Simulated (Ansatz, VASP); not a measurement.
**Sb: VASP beside Ansatz**

```
CELL_PARAMETERS angstrom
-1.87134 1.87134 1.87134
1.87134 -1.87134 1.87134
1.87134 1.87134 -1.87134
ATOMIC_POSITIONS crystal
Sb 0.00000 0.00000 0.00000
```

Alike in both runs: task relaxation of cell and atoms; functional HSE06; k mesh 5 × 5 × 5; occupations fermi-dirac, width 0.05 eV; no spin polarisation.

|  | VASP | Ansatz |
| --- | --- | --- |
| version | VASP 6.6.1 | Ansatz 0.2.0 |
| potentials or method | VASP PAW PBE potentials, release 64 (Sb_d_GW) | Ansatz PAW |
| plane-wave cutoff (eV) | 500 | 420 |
| valence electrons in the cell | 15 | 15 |

Ansatz gave:

| Property | Result |
| --- | --- |
| gap on the k mesh at the Fermi level, each at its own relaxed structure (eV) | none |
| relaxed volume (Å³/atom) | 25.86 |
| relaxed length of the cell vector where the two differ most in proportion (Å) | 3.227 |

Task: Which values does VASP return?

Result: gap on the k mesh at the Fermi level, each at its own relaxed structure (eV): none; relaxed volume (Å³/atom): 25.85; relaxed length of the cell vector where the two differ most in proportion (Å): 3.226.

A gap of «none» marks a metal or a gap that the smearing closes.

The k mesh is coarse, so the values compare programs but aren't converged. Spin-orbit coupling is off throughout. Noted on Ansatz's run: the plane-wave basis is chosen anew once the cell has moved, so the energies of steps on either side of that aren't comparable.
